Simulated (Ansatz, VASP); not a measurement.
One calculation of AlO2, two programs

```
CELL_PARAMETERS angstrom
4.07959 0.00000 0.00000
0.00000 4.07959 0.00000
0.00000 0.00000 4.07959
ATOMIC_POSITIONS crystal
Al 0.00000 0.00000 0.00000
Al 0.50000 0.50000 0.50000
O 0.25000 0.25000 0.25000
O 0.25000 0.75000 0.75000
O 0.75000 0.75000 0.25000
O 0.75000 0.25000 0.75000
```

Alike in both runs: functional PBE; k mesh 4 × 4 × 4; occupations gaussian, width 0.1 eV; collinear spin.

Ansatz relaxed the structure, and its values are those at the end. VASP's run is a single point on that final structure, the one shown.

```csv
,VASP,Ansatz
version,VASP 6.6.1,Ansatz 0.2.0
potentials or method,"VASP PAW PBE potentials, release 64 (Al, O), cutoff 520 eV","scalar-relativistic, plane waves, PAW"
valence electrons in the cell,30,30
```

|  | VASP | Ansatz | Ansatz less VASP |
| --- | --- | --- | --- |
| gap on the k mesh at the Fermi level (eV) | none | none | - |
| pressure (GPa) | 0.2 | 0.3 | +0.17 |
| net moment per atom (μB) | 0.33 | 0.33 | 0.000 |

A gap of «none» marks a metal or a gap that the smearing closes.

The k mesh is coarse, so the values compare programs but aren't converged.
